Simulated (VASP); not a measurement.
Input of a VASP 6.6.1 run:

The input INCAR:

```
ALGO     = Normal         # electronic algorithm
EDIFF    = 1E-6           # SCF threshold, eV
EDIFFG   = -0.04          # ionic threshold
ENCUT    = 600            # plane-wave cutoff, eV
GGA      = PE             # functional
IBRION   = 2              # ionic algorithm
ISIF     = 3              # what is computed and relaxed
ISMEAR   = 0              # smearing method
LASPH    = T              # aspherical terms in the spheres
LCHARG   = F              # write CHGCAR
LREAL    = F              # projectors in reciprocal space
LWAVE    = F              # write WAVECAR
NELM     = 100            # most SCF steps
NSW      = 90             # ionic steps
PREC     = Accurate       # precision mode
SIGMA    = 0.1            # smearing width, eV
```

File KPOINTS:

```
k-points
0
Gamma
  6 6 4
```

File POSCAR:

```
Te3O2
1.0
    5.1877641700      0.0000000000      0.0000000000
   -2.5938820900      4.4927355600      0.0000000000
    0.0000000000      0.0000000000      4.9826716700
Te O
3 2
Direct
    0.5000000000      0.0000000000      0.5000000000
    0.0000000000      0.5000000000      0.5000000000
    0.5000000000      0.5000000000      0.5000000000
    0.0000000000      0.0000000000      0.2196824700
    0.0000000000      0.0000000000      0.7803175300
```

Potentials or basis: VASP PAW PBE potentials, release 64 (Te, O).

Launch:

```bash
$ cat potpaw_PBE.64/Te/POTCAR potpaw_PBE.64/O/POTCAR > POTCAR
$ mpirun -np 1 vasp_std > vasp.out
```

Task: Predict the space group after relaxing (to 0.1 Å).

Result: P6/mmm (No. 191).

Task: Estimate the band gap on the k mesh.

Result: Zero (bands 15 and 16 overlap by 2.44 eV).

Task: What does it give for the relaxed volume?

Result: 23.63 Å³/atom.

Final structure:
```yaml
crystal:
  lattice:
    - [6.08662, 0.00000, 0.00000]
    - [-3.04331, 5.27117, 0.00000]
    - [0.00000, 0.00000, 3.68307]
  atoms:
    - { symbol: Te, position: [0.50000, 0.00000, 0.50000] }
    - { symbol: Te, position: [0.00000, 0.50000, 0.50000] }
    - { symbol: Te, position: [0.50000, 0.50000, 0.50000] }
    - { symbol: O, position: [0.00000, 0.00000, 0.17217] }
    - { symbol: O, position: [0.00000, 0.00000, 0.82783] }
```

Caveat: a cell axis changed by over 15 % at a fixed basis, so the end point is rough; spin-orbit coupling is left out, which moves the levels of the heavy elements.
